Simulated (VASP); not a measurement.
# Hf3N2 (R-3m) in VASP: further runs, part 2 of 2

VASP 6.6.1.

### Step 5. Single point, r2SCAN

File POSCAR:

```
Hf3N2
1.0
    1.5994260774      0.9234290764      7.7548432223
   -1.5994260774      0.9234290764      7.7548432223
    0.0000000000     -1.8468581527      7.7548432223
Hf N
3 2
Direct
    0.7794186600      0.7794186600      0.7794186600
    0.2205813400      0.2205813400      0.2205813400
    0.0000000000      0.0000000000      0.0000000000
    0.6119155300      0.6119155300      0.6119155300
    0.3880844700      0.3880844700      0.3880844700
```

File INCAR.step1:

```
SYSTEM = Hf3N2
ALGO = Normal ; EDIFF = 1E-4
ENCUT = 520 ; GGA = PE
ISMEAR = 0 ; LASPH = .True.
LCHARG = .False. ; LREAL = .False.
LWAVE = .True. ; NBANDS = 28
NELM = 80 ; PREC = Accurate
SIGMA = 0.1
```

File INCAR.step2:

```
SYSTEM = Hf3N2
ALGO = Normal ; EDIFF = 1E-6
ENCUT = 520 ; ISIF = 2
ISMEAR = 0 ; ISTART = 1
LASPH = .True. ; LCHARG = .False.
LMIXTAU = .True. ; LREAL = .False.
LWAVE = .False. ; METAGGA = R2SCAN
NBANDS = 28 ; NELM = 80
PREC = Accurate ; SIGMA = 0.1
```

File KPOINTS:

```
Automatic mesh
0
Gamma
  6 6 6
  0.5 0.5 0.5
```

Potentials or basis: VASP PAW PBE potentials, release 64 (Hf_pv, N).

Run with:

```console
> cat potpaw_PBE.64/Hf_pv/POTCAR potpaw_PBE.64/N/POTCAR > POTCAR
> cp INCAR.step1 INCAR
> mpirun -np 1 vasp_std > vasp.out
> cp INCAR.step2 INCAR
> mpirun -np 1 vasp_std > vasp.out
```

OUTCAR:

```text
SYSTEM = Hf3N2
   EDIFF = 1E-6
   ENCUT = 520
   ISIF = 2
   ISMEAR = 0
   ISTART = 1
   LASPH = .True.
   LREAL = .False.
   METAGGA = R2SCAN
   NELM = 80
   PREC = Accurate

 ion  position               nearest neighbor table
   1  0.779  0.779  0.779-   5 2.29   5 2.29   5 2.29   2 3.12   2 3.12   2 3.12   3 3.21   3 3.21
                             3 3.21
   2  0.221  0.221  0.221-   4 2.29   4 2.29   4 2.29   1 3.12   1 3.12   1 3.12   3 3.21   3 3.21
                             3 3.21
   3  0.000  0.000  0.000-   4 2.24   4 2.24   5 2.24   5 2.24   4 2.24   5 2.24   2 3.21   1 3.21
                             2 3.21   1 3.21   2 3.21   1 3.21
   4  0.612  0.612  0.612-   3 2.24   3 2.24   3 2.24   2 2.29   2 2.29   2 2.29
   5  0.388  0.388  0.388-   3 2.24   3 2.24   3 2.24   1 2.29   1 2.29   1 2.29

  LATTYP: Found a trigonal (rhomboedric) cell.
 ALAT       =     7.9717299527
 COS(alpha) =     0.9194893776

  Lattice vectors:

 A1 = (   1.5994260774,   0.9234290764,   7.7548432223)
 A2 = (  -1.5994260774,   0.9234290764,   7.7548432223)
 A3 = (   0.0000000000,  -1.8468581527,   7.7548432223)

Analysis of symmetry for initial positions (statically):
=====================================================================
 Subroutine PRICEL returns:
 Original cell was already a primitive cell.

 Routine SETGRP: Setting up the symmetry group for a
 trigonal (rhombohedral) supercell.

 Subroutine GETGRP returns: Found 12 space group operations
 (whereof 12 operations were pure point group operations)
 out of a pool of 12 trial point group operations.

The static configuration has the point symmetry D_3d.

Analysis of symmetry for dynamics (positions and initial velocities):
=====================================================================
 Subroutine PRICEL returns:
 Original cell was already a primitive cell.

[... 132 lines left out ...]
     AMIX     =   0.40;   BMIX     =  1.00
     AMIX_MAG =   1.60;   BMIX_MAG =  1.00
  volume/ion in A,a.u.               =      13.74        92.75
  Fermi-wavevector in a.u.,A,eV,Ry     =   1.366881  2.583031 25.420646  1.868365
  Thomas-Fermi vector in A             =   2.492983
   LORBIT       =      0    0 simple, 1 ext, 2 COOP (PROOUT), +10 PAW based schemes
   METAGGA = R2SCAN    functional components
   LHFCALC =     F    Hartree Fock is set to
   AEXX    =    0.0000 exact exchange contribution
   IVDW    =     0    specifies the selected vdW correction
   LEPSILON=     F    determine dielectric tensor
   LRPA    =     F    only Hartree local field effects (RPA)
 non-spin polarized calculation
 Gauss-broadening in eV      SIGMA  =   0.10
  energy-cutoff  :      520.00
  volume of cell :       68.72
 maximum number of plane-waves:      1867
   NGX = 29   NGY = 29   NGZ = 29

 number of electron      40.0000000 magnetization

 Free energy of the ion-electron system (eV)
  ---------------------------------------------------
  ext. energy  EPLUGINS =         0.00000000
  ---------------------------------------------------
  free energy    TOTEN  =      -162.13738596 eV

  energy without entropy =     -162.12964900  energy(sigma->0) =     -162.13351748

 E-fermi :   6.7520     XC(G=0): -13.0995

 val. band max:        6.6836461536   @ k =  -0.2500   0.2500   0.2500
 cond. band min:       6.8047155722   @ k =   0.2500   0.0833   0.0833
 fundamental gap:      0.1210694186
 Fermi energy:         6.7519719952

 k-point     1 :       0.0833    0.0833    0.0833
  band No.  band energies     occupation
      1     -26.1539      2.00000
      2     -25.6490      2.00000
      3     -25.6490      2.00000
      4     -25.2419      2.00000
      5     -24.7128      2.00000
      6     -24.6178      2.00000
[... 733 lines left out ...]
     27      11.2382      0.00000
     28      11.4066      0.00000

 [... further k-points ...]

------------------------ aborting loop because EDIFF is reached ----------------------------------------

  FORCE on cell =-STRESS in cart. coord.  units (eV):
  Direction    XX          YY          ZZ          XY          YZ          ZX
  --------------------------------------------------------------------------------------
  -------------------------------------------------------------------------------------
  Total       -0.1075020     -0.1075020      0.0901445      0.0000000      0.0000000      0.0000000
  in kB       -2.5063114     -2.5063114      2.1016385      0.0000000      0.0000000      0.0000000
  external PRESSURE =      -0.9703281 kB  Pullay stress =       0.0000000 kB

 VOLUME and BASIS-vectors are now :
 -----------------------------------------------------------------------------
  energy-cutoff  :      520.00
  volume of cell :       68.72
      direct lattice vectors                 reciprocal lattice vectors
     1.599426077  0.923429076  7.754843222     0.312612134  0.180486700  0.042983891
    -1.599426077  0.923429076  7.754843222    -0.312612134  0.180486700  0.042983891
     0.000000000 -1.846858153  7.754843222     0.000000000 -0.360973400  0.042983891

 POSITION                                       TOTAL-FORCE (eV/Angst)
 -----------------------------------------------------------------------------------
      0.00000      0.00000     18.13281         0.000000      0.000000      0.040767
      0.00000      0.00000      5.13172         0.000000     -0.000000     -0.040767
      0.00000      0.00000      0.00000         0.000000     -0.000000      0.000000
      0.00000      0.00000     14.23593         0.000000      0.000000      0.089026
      0.00000      0.00000      9.02860         0.000000     -0.000000     -0.089026
 -----------------------------------------------------------------------------------
    total drift:                                0.000000      0.000000     -0.000000

  FREE ENERGIE OF THE ION-ELECTRON SYSTEM (eV)
  ---------------------------------------------------
  free  energy   TOTEN  =      -162.1373859633 eV

  energy  without entropy=     -162.1296490016  energy(sigma->0) =     -162.13351748
```

Run time: 28 min. Hardware: 1 thread of Intel Xeon 8259CL, shared host; peak memory 0.56 GiB.

What came out:

```yaml
Free_energy: -162.1374 eV
Pressure: -0.1 GPa
Largest_force: 0.089 eV/Å
Band_gap_on_the_k_mesh: zero (bands 20 and 21 overlap by 1.22 eV)
```

Forces on the atoms (eV/Å):
```
Hf   0.000  0.000  0.041
Hf   0.000  0.000 -0.041
Hf   0.000  0.000  0.000
N    0.000  0.000  0.089
N    0.000  0.000 -0.089
```

Stress tensor (GPa, compression positive):
```
-0.25  0.00  0.00
 0.00 -0.25  0.00
 0.00  0.00  0.21
```

Levels at points of the mesh, in eV from the Fermi level:
| k point | band 18 | band 19 | band 20 | band 21 | band 22 | band 23 |
| --- | --- | --- | --- | --- | --- | --- |
| (0.08, 0.08, 0.08) | -3.31 | 0.05 | 0.76 | 0.90 | 0.90 | 2.08 |

Caveat: the k points lie up to 0.38 Å⁻¹ apart, too coarse for converged energies and pressures of a metal; the PAW data sets were made with another functional, which shifts forces and pressure a little; spin-orbit coupling is left out, which moves the levels of the heavy elements.

### Step 6. Overview

```tsv
k mesh	gap on the mesh (eV)	pressure (GPa)	largest force (eV/Å)
1 × 1 × 1	-	27.4	4.19
3 × 3 × 3	none	0.6	0.06
6 × 6 × 6	none	-0.1	0.06
6 × 6 × 6, shifted	none	-0.1	0.09
```

Alike in all rows: task single point; level r2SCAN; potentials or basis VASP PAW PBE potentials, release 64 (Hf_pv, N); no spin polarisation; cell as given; cutoff (eV) 520; smearing gaussian 0.1 eV.

Caveats: all runs use coarse meshes; the PAW data sets were made with another functional, which shifts forces and pressure a little; spin-orbit coupling is left out, which moves the levels of the heavy elements.

Absolute energies hang on the potentials; compare differences alone.
